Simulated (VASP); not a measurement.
# InSb (Pmmn) in VASP: a series of runs

InSb is run at these levels: PBE+D3(BJ); tasks: single point.

Program: VASP 6.6.1. These are calculated values, not measurements. Logs are shortened: lines on timing, memory, paths and dates and some standing lists are left out, and cuts for length are marked.

## Step 1: The cell of the first run

The typed cell holds 4 atoms: a = 5.692 Å, b = 5.693 Å, c = 3.444 Å, α = 90.00°, β = 90.00°, γ = 90.00°.

## Step 2: Single point, PBE+D3(BJ) (volume scaled by 1.04)

The input, INCAR:

```
PREC = Accurate
ENCUT = 520
EDIFF = 1E-6
ISMEAR = 0
SIGMA = 0.05
LREAL = False
LASPH = True
NELM = 60
ALGO = Normal
ISIF = 2
LWAVE = False
LCHARG = False
GGA = PE
IVDW = 12
NBANDS = 26
```

The input, KPOINTS:

```
Automatic mesh
0
Gamma
  4 4 8
```

The input, POSCAR:

```
InSb
1.0
    5.6921243005      0.0000000000      0.0000000000
    0.0000000000      5.6933198388      0.0000000000
    0.0000000000      0.0000000000      3.4439486612
In Sb
2 2
Direct
    0.0000000000      0.0000000000      0.0004144165
    0.5000000000      0.5000000000     -0.0004144165
    0.5000000000      0.0000000000      0.6687513986
    0.0000000000      0.5000000000      0.3312486014
```

Potentials or basis: VASP PAW PBE potentials, release 64 (In_d, Sb).

Started as:

```bash
$ cat potpaw_PBE.64/In_d/POTCAR potpaw_PBE.64/Sb/POTCAR > POTCAR
$ mpirun -np 1 vasp_std > vasp.out
```

OUTCAR:

```text
PREC = Accurate
   ENCUT = 520
   EDIFF = 1E-6
   ISMEAR = 0
   LREAL = False
   LASPH = True
   NELM = 60
   ISIF = 2
   GGA = PE
   IVDW = 12
 IVDW          = 12

 ion  position               nearest neighbor table
   1  0.000  0.000  0.000-   4 3.07   4 3.07   3 3.07   3 3.07   3 3.66   3 3.66   4 3.66   4 3.66

   2  0.500  0.500  1.000-   3 3.07   3 3.07   4 3.07   4 3.07   4 3.66   4 3.66   3 3.66   3 3.66

   3  0.500  0.000  0.669-   2 3.07   2 3.07   1 3.07   1 3.07   1 3.66   1 3.66   2 3.66   2 3.66

   4  0.000  0.500  0.331-   1 3.07   1 3.07   2 3.07   2 3.07   2 3.66   2 3.66   1 3.66   1 3.66

  LATTYP: Found a simple orthorhombic cell.
 ALAT       =     3.4439486612
 B/A-ratio  =     1.6527901140
 C/A-ratio  =     1.6531372558

  Lattice vectors:

 A1 = (   0.0000000000,   0.0000000000,   3.4439486612)
 A2 = (   5.6921243005,   0.0000000000,   0.0000000000)
 A3 = (   0.0000000000,   5.6933198388,   0.0000000000)

Analysis of symmetry for initial positions (statically):
=====================================================================
 Subroutine PRICEL returns:
 Original cell was already a primitive cell.

 Routine SETGRP: Setting up the symmetry group for a
 simple orthorhombic supercell.

 Subroutine GETGRP returns: Found  8 space group operations
 (whereof  4 operations were pure point group operations)
 out of a pool of  8 trial point group operations.

The static configuration has the point symmetry C_2v.
 The point group associated with its full space group is D_2h.

Analysis of symmetry for dynamics (positions and initial velocities):
=====================================================================
 Subroutine PRICEL returns:
 Original cell was already a primitive cell.

 Routine SETGRP: Setting up the symmetry group for a
 simple orthorhombic supercell.

 Subroutine GETGRP returns: Found  8 space group operations
 (whereof  4 operations were pure point group operations)
 out of a pool of  8 trial point group operations.

The dynamic configuration has the point symmetry C_2v.
 The point group associated with its full space group is D_2h.

 Subroutine INISYM returns: Found  8 space group operations
 (whereof  4 operations are pure point group operations),
 and found     1 'primitive' translations

----------------------------------------------------------------------------------------

                                     Primitive cell

  volume of cell :     111.6083

  direct lattice vectors                    reciprocal lattice vectors
     5.692124300  0.000000000  0.000000000     0.175681336  0.000000000  0.000000000
     0.000000000  5.693319839  0.000000000     0.000000000  0.175644444  0.000000000
     0.000000000  0.000000000  3.443948661     0.000000000  0.000000000  0.290364375

  length of vectors
     5.692124300  5.693319839  3.443948661     0.175681336  0.175644444  0.290364375

  position of ions in fractional coordinates (direct lattice)
     0.000000000  0.000000000  0.000414416
     0.500000000  0.500000000  0.999585584
     0.500000000  0.000000000  0.668751399
     0.000000000  0.500000000  0.331248601

  ion indices of the primitive-cell ions
   primitive index   ion index
                 1           1
                 2           2
                 3           3
                 4           4

----------------------------------------------------------------------------------------

 KPOINTS: Automatic mesh

Automatic generation of k-mesh.
 Grid dimensions read from file:
 generate k-points for:    4    4    8

 Generating k-lattice:

  Cartesian coordinates                     Fractional coordinates (reciprocal lattice)
     0.043920334  0.000000000  0.000000000     0.250000000  0.000000000  0.000000000
     0.000000000  0.043911111  0.000000000     0.000000000  0.250000000  0.000000000
     0.000000000  0.000000000  0.036295547     0.000000000  0.000000000  0.125000000

  Length of vectors
     0.043920334  0.043911111  0.036295547

  Shift w.r.t. Gamma in fractional coordinates (k-lattice)
     0.000000000  0.000000000  0.000000000

 Subroutine IBZKPT returns following result:
 ===========================================

 Found     45 irreducible k-points:

 Following reciprocal coordinates:
            Coordinates               Weight
  0.000000  0.000000  0.000000      1.000000
  0.250000  0.000000  0.000000      2.000000
  0.500000  0.000000  0.000000      1.000000
  0.000000  0.250000  0.000000      2.000000
  0.250000  0.250000  0.000000      4.000000
  0.500000  0.250000  0.000000      2.000000
[... 16 lines left out ...]
  0.250000  0.250000  0.250000      8.000000
  0.500000  0.250000  0.250000      4.000000
 [... further k-points ...]
   k-points           NKPTS =     45   k-points in BZ     NKDIM =     45   number of bands    NBANDS=     26
   number of dos      NEDOS =    301   number of ions     NIONS =      4
   total plane-waves  NPLWV =  49392
   dimension x,y,z NGX =    42 NGY =   42 NGZ =   28
   dimension x,y,z NGXF=    84 NGYF=   84 NGZF=   56
   ions per type =               2   2
   NGX,Y,Z   is equivalent  to a cutoff of  12.27, 12.26, 13.52 a.u.
   NGXF,Y,Z  is equivalent  to a cutoff of  24.53, 24.53, 27.03 a.u.
 SYSTEM =  unknown system
   PREC   = accura    normal or accurate (medium, high low for compatibility)
   ISTART =      0    job   : 0-new  1-cont  2-samecut
   ICHARG =      2    charge: 1-file 2-atom 10-const
   ISPIN  =      1    spin polarized calculation?
   LNONCOLLINEAR =      F non collinear calculations
   LSORBIT =      F    spin-orbit coupling
   LASPH  =      T    aspherical Exc in radial PAW
   ENCUT  =  520.0 eV  38.22 Ry    6.18 a.u.  10.58 10.59  6.40*2*pi/ulx,y,z
   NELM   =     60;   NELMIN=  2; NELMDL= -5     # of ELM steps
   EDIFF  = 0.1E-05   stopping-criterion for ELM
   LREAL  =      F    real-space projection
   EDIFFG = 0.1E-04   stopping-criterion for IOM
   NSW    =      0    number of steps for IOM
   IBRION =     -1    ionic relax: 0-MD 1-quasi-New 2-CG
   NFREE  =      0    steps in history (QN), initial steepest desc. (CG)
   ISIF   =      2    stress and relaxation
   ISYM   =      2    0-nonsym 1-usesym 2-fastsym
   POTIM  = 0.5000    time-step for ionic-motion
   TEBEG  =    0.0;   TEEND  =   0.0 temperature during run
   PSTRESS=    0.0 pullay stress
   NELECT =      36.0000    total number of electrons
   NUPDOWN=      -1.0000    fix difference up-down
   EMIN   =  10.00;   EMAX   =-10.00  energy-range for DOS
   EFERMI =   0.00;   METHOD = LEGACY
   ISMEAR =     0;   SIGMA  =   0.05  broadening in eV -4-tet -1-fermi 0-gaus
   EFERMI_NEDOS =   21; number of points for ismear=-14 and -15
   IALGO  =     38    algorithm
   IMIX   =      4    mixing-type and parameters
     AMIX     =   0.40;   BMIX     =  1.00
     AMIX_MAG =   1.60;   BMIX_MAG =  1.00
  volume/ion in A,a.u.               =      27.90       188.29
  Fermi-wavevector in a.u.,A,eV,Ry     =   1.122734  2.121659 17.150567  1.260531
  Thomas-Fermi vector in A             =   2.259396
   LORBIT       =      0    0 simple, 1 ext, 2 COOP (PROOUT), +10 PAW based schemes
   GGA     = PE    functional components
   LHFCALC =     F    Hartree Fock is set to
   AEXX    =    0.0000 exact exchange contribution
   IVDW    =    12    specifies the selected vdW correction
   LEPSILON=     F    determine dielectric tensor
   LRPA    =     F    only Hartree local field effects (RPA)
 non-spin polarized calculation
 Gauss-broadening in eV      SIGMA  =   0.05
  energy-cutoff  :      520.00
  volume of cell :      111.61
 maximum number of plane-waves:      3057
   NGX = 21   NGY = 21   NGZ = 13

 number of electron      35.9999980 magnetization

 Free energy of the ion-electron system (eV)
  ---------------------------------------------------
  ext. energy  EPLUGINS =         0.00000000
  ---------------------------------------------------
  free energy    TOTEN  =       -13.37394706 eV

  energy without entropy =      -13.37086945  energy(sigma->0) =      -13.37240826

 E-fermi :   7.2977     XC(G=0):  -9.9607

 val. band max:        7.2875262561   @ k =   0.0000   0.2500   0.3750
 cond. band min:       7.3281272347   @ k =   0.5000   0.5000   0.1250
 fundamental gap:      0.0406009787
 Fermi energy:         7.2976997851

 k-point     1 :       0.0000    0.0000    0.0000
  band No.  band energies     occupation
      1      -7.4084      2.00000
      2      -7.3876      2.00000
      3      -7.3656      2.00000
      4      -7.2803      2.00000
      5      -7.2383      2.00000
      6      -7.2140      2.00000
[... 18 lines left out ...]
     25      14.4822      0.00000
     26      14.7921      0.00000

 k-point     2 :       0.2500    0.0000    0.0000
  band No.  band energies     occupation
      1      -7.4005      2.00000
      2      -7.3713      2.00000
      3      -7.3585      2.00000
      4      -7.2659      2.00000
      5      -7.2527      2.00000
      6      -7.2116      2.00000
[... 18 lines left out ...]
     25      14.4247      0.00000
     26      14.8127      0.00000

 k-point     3 :       0.5000    0.0000    0.0000
  band No.  band energies     occupation
      1      -7.3843      2.00000
      2      -7.3843      2.00000
      3      -7.2988      2.00000
      4      -7.2988      2.00000
      5      -7.2294      2.00000
      6      -7.2294      2.00000
[... 18 lines left out ...]
     25      14.0047      0.00000
     26      14.0047      0.00000

 k-point     4 :       0.0000    0.2500    0.0000
  band No.  band energies     occupation
      1      -7.4005      2.00000
      2      -7.3711      2.00000
      3      -7.3586      2.00000
      4      -7.2659      2.00000
      5      -7.2527      2.00000
      6      -7.2116      2.00000
[... 18 lines left out ...]
     25      14.4229      0.00000
     26      14.7997      0.00000
[... 496 lines left out ...]
      1      -7.3374      2.00000
      2      -7.2912      2.00000
      3      -7.2691      2.00000
      4      -7.2673      2.00000
      5      -7.2588      2.00000
      6      -7.2526      2.00000
[... 18 lines left out ...]
     25      12.7872      0.00000
     26      13.0376      0.00000

 k-point    23 :       0.2500    0.2500    0.2500
  band No.  band energies     occupation
      1      -7.3204      2.00000
      2      -7.2891      2.00000
      3      -7.2771      2.00000
      4      -7.2638      2.00000
      5      -7.2596      2.00000
      6      -7.2578      2.00000
[... 18 lines left out ...]
     25      13.2020      0.00000
     26      13.4712      0.00000

 k-point    24 :       0.5000    0.2500    0.2500
  band No.  band energies     occupation
      1      -7.2910      2.00000
      2      -7.2910      2.00000
      3      -7.2741      2.00000
      4      -7.2741      2.00000
      5      -7.2678      2.00000
      6      -7.2678      2.00000
[... 18 lines left out ...]
     25      12.7914      0.00000
     26      12.7914      0.00000

 [... further k-points ...]

------------------------ aborting loop because EDIFF is reached ----------------------------------------

 Edisp (eV)   -1.63040

 E8    (eV) :    -0.7831

  FORCE on cell =-STRESS in cart. coord.  units (eV):
  Direction    XX          YY          ZZ          XY          YZ          ZX
  --------------------------------------------------------------------------------------
  -------------------------------------------------------------------------------------
  Total      -1.43175    -1.43130    -1.44808     0.00000     0.00000     0.00000
  in kB     -20.55330   -20.54679   -20.78776     0.00000     0.00000     0.00000
  external pressure =      -20.63 kB  Pullay stress =        0.00 kB

 VOLUME and BASIS-vectors are now :
 -----------------------------------------------------------------------------
  energy-cutoff  :      520.00
  volume of cell :      111.61
      direct lattice vectors                 reciprocal lattice vectors
     5.692124300  0.000000000  0.000000000     0.175681336  0.000000000  0.000000000
     0.000000000  5.693319839  0.000000000     0.000000000  0.175644444  0.000000000
     0.000000000  0.000000000  3.443948661     0.000000000  0.000000000  0.290364375

 POSITION                                       TOTAL-FORCE (eV/Angst)
 -----------------------------------------------------------------------------------
      0.00000      0.00000      0.00143         0.000000      0.000000     -0.000484
      2.84606      2.84666      3.44252         0.000000      0.000000      0.000484
      2.84606      0.00000      2.30315         0.000000      0.000000     -0.002094
      0.00000      2.84666      1.14080         0.000000      0.000000      0.002094
 -----------------------------------------------------------------------------------
    total drift:                                0.000000      0.000000      0.000000

  FREE ENERGIE OF THE ION-ELECTRON SYSTEM (eV)
  ---------------------------------------------------
  free  energy   TOTEN  =       -15.0043467296 eV

  energy  without entropy=      -15.0012691190  energy(sigma->0) =      -15.00280792
```

It took 60 s on 1 thread of Intel Xeon 6975P-C (Granite Rapids), shared host; peak memory 0.29 GiB.

Results:

* Free energy: -15.0043 eV
* Pressure: -2.1 GPa
* Band gap on the k mesh: zero (band 18 reaches 9.22 eV, above the bottom of band 19 at 5.96 eV)
* Dispersion energy per atom: -0.408 eV

Forces in eV/Å, atoms in the order of the input:
```
In   0.000  0.000  0.000
In   0.000  0.000  0.000
Sb   0.000  0.000 -0.002
Sb   0.000  0.000  0.002
```

Caveat: three body term missing; spin-orbit coupling is left out, which moves the levels of the heavy elements; pairwise dispersion overbinds metals, which lowers pressure and volume.

(Part 1 of 2 ends here.)
